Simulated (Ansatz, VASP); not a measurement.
Two plane-wave programs on PbO2

Contents of INCAR:

```
SYSTEM = PbO2
  ALGO = Normal
  EDIFF = 1E-6
  ENCUT = 520
  GGA = PS
  ISIF = 2
  ISMEAR = -1
  LASPH = .True.
  LCHARG = .True.
  LELF = .True.
  LREAL = .False.
  LVHAR = .True.
  LWAVE = .False.
  NBANDS = 20
  NELM = 60
  PREC = Accurate
  SIGMA = 0.05
```

Contents of KPOINTS:

```
k-points
0
Gamma
  12 12 12
  0 0 0
```

The input POSCAR:

```
PbO2
1.0
    0.0000000000      2.4549226524      2.4549226524
    2.4549226524      0.0000000000      2.4549226524
    2.4549226524      2.4549226524      0.0000000000
Pb O
1 2
Direct
    0.0000000000      0.0000000000      0.0000000000
    0.2500000000      0.2500000000      0.2500000000
    0.7500000000      0.7500000000      0.7500000000
```

Input for Ansatz:

```yaml
crystal:
  lattice:
    - [0.0, 2.4549226524, 2.4549226524]
    - [2.4549226524, 0.0, 2.4549226524]
    - [2.4549226524, 2.4549226524, 0.0]
  atoms:
    - { symbol: Pb, position: [0.0, 0.0, 0.0] }
    - { symbol: O, position: [0.25, 0.25, 0.25] }
    - { symbol: O, position: [0.75, 0.75, 0.75] }
kpoints:
  mp_grid: { grid: [12, 12, 12] }
  band_path:
    path:
      - [0.0, 0.0, 0.0]
      - [0.5, 0.0, 0.5]
      - [0.625, 0.25, 0.625]
      - [0.375, 0.375, 0.75]
      - [0.0, 0.0, 0.0]
      - [0.5, 0.5, 0.5]
      - [0.5, 0.25, 0.75]
      - [0.5, 0.0, 0.5]
    npoints: 6
scf:
  occupations: { method: fermi_dirac, width: 0.05 }
hamiltonian:
  xc: pbesol
  pseudopotentials: { kind: paw }
output:
  forces: true
  stress: true
  eigenvalues: true
  populations: true
```

Change from the starting cell: volume scaled by 0.75, PAW files.

Alike in both runs: task single point; functional PBEsol; k mesh 12 × 12 × 12; occupations fermi-dirac, width 0.05 eV; no spin polarisation.

|  | VASP | Ansatz |
| --- | --- | --- |
| version | VASP 6.6.1 | Ansatz 0.2.0 |
| potentials or method | VASP PAW PBE potentials, release 64 (Pb_d, O) | PAW with Ansatz's default frozen-core files, scalar-relativistic |
| plane-wave cutoff (eV) | 520 | 420 |
| valence electrons in the cell | 26 | 26 |

```tsv
	VASP	Ansatz	Ansatz less VASP
pressure (GPa)	69.9	69.0	-0.87
```

VASP's potentials were made for PBE, not for PBEsol. Both programs put the cell under a high pressure, so it lies far from rest at this level. With one functional, cell and mesh, what is left measures potentials, basis and numerics.

Spin-orbit coupling is off throughout. Noted on VASP's run: the cell as given lies far from equilibrium.
